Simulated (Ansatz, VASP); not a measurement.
One calculation of Tc12H, two programs

```
CELL_PARAMETERS angstrom
5.48000 0.00000 0.00000
-4.11000 7.11873 0.00000
0.00000 0.00000 4.39496
ATOMIC_POSITIONS crystal
Tc 0.99846 0.99337 0.97883
Tc 0.17706 0.22744 0.52010
Tc 0.99680 0.33183 0.97670
Tc 0.17178 0.56053 0.51838
Tc 0.99311 0.66066 0.97872
Tc 0.17167 0.89274 0.51819
Tc 0.48951 0.99422 0.98062
Tc 0.66812 0.22830 0.52189
Tc 0.49492 0.32895 0.98252
Tc 0.67345 0.56100 0.52196
Tc 0.49482 0.66117 0.98227
Tc 0.66977 0.88983 0.52400
H 0.83338 0.11091 0.25041
```

Alike in both runs: functional LDA; k mesh 2 × 2 × 2; occupations fermi-dirac, width 0.05 eV; no spin polarisation.

Ansatz relaxed the structure, and its values are those at the end. VASP's run is a single point on that final structure, the one shown.

|  | VASP | Ansatz |
| --- | --- | --- |
| version | VASP 6.6.1 | Ansatz 0.2.0 |
| potentials or method | VASP PAW LDA potentials, release 64 (Tc_pv, H), cutoff 520 eV | scalar-relativistic, plane waves, PAW |
| valence electrons in the cell | 157 | 181 |

VASP gave:

| Quantity | Value |
| --- | --- |
| rms of the force components (eV/Å) | 0.024 |

Q: Estimate Ansatz's values.

A: rms of the force components (eV/Å): 0.028.

LDA's correlation is that of Perdew and Zunger in VASP and of Perdew and Wang (1992) in Ansatz. VASP's potentials hold 157 valence electrons a cell and Ansatz's 181, so a difference there can come from the potentials and not from the codes.

The k mesh is coarse, so the values compare programs but aren't converged.
